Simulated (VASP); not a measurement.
A run of VASP 6.6.1 is set up as follows.

The input INCAR:

```
SYSTEM = K
PREC = Accurate ; ENCUT = 520
EDIFF = 1E-7 ; ISMEAR = -1
SIGMA = 0.1 ; LREAL = .FALSE.
LASPH = .TRUE. ; NELM = 80
ALGO = Normal ; ISIF = 2
LWAVE = .FALSE. ; LCHARG = .FALSE.
GGA = PS ; NBANDS = 10
```

KPOINTS

```
regular mesh
0
G
  18 18 18
  0 0 0
```

File POSCAR:

```
K
1.0
    0.0000000000      2.4489181207      2.4489181207
    2.4489181207      0.0000000000      2.4489181207
    2.4489181207      2.4489181207      0.0000000000
K
1
Direct
    0.0000000000      0.0000000000      0.0000000000
```

Potentials or basis: VASP PAW PBE potentials, release 64 (K_sv).

The run is started by

```sh
$ cat potpaw_PBE.64/K_sv/POTCAR > POTCAR
$ mpirun -np 1 vasp_std > vasp.out
```

**Question.** Predict the pressure.

**Answer.** 15.0 GPa.

Caveat: the PAW data sets were made with another functional, which shifts forces and pressure a little.
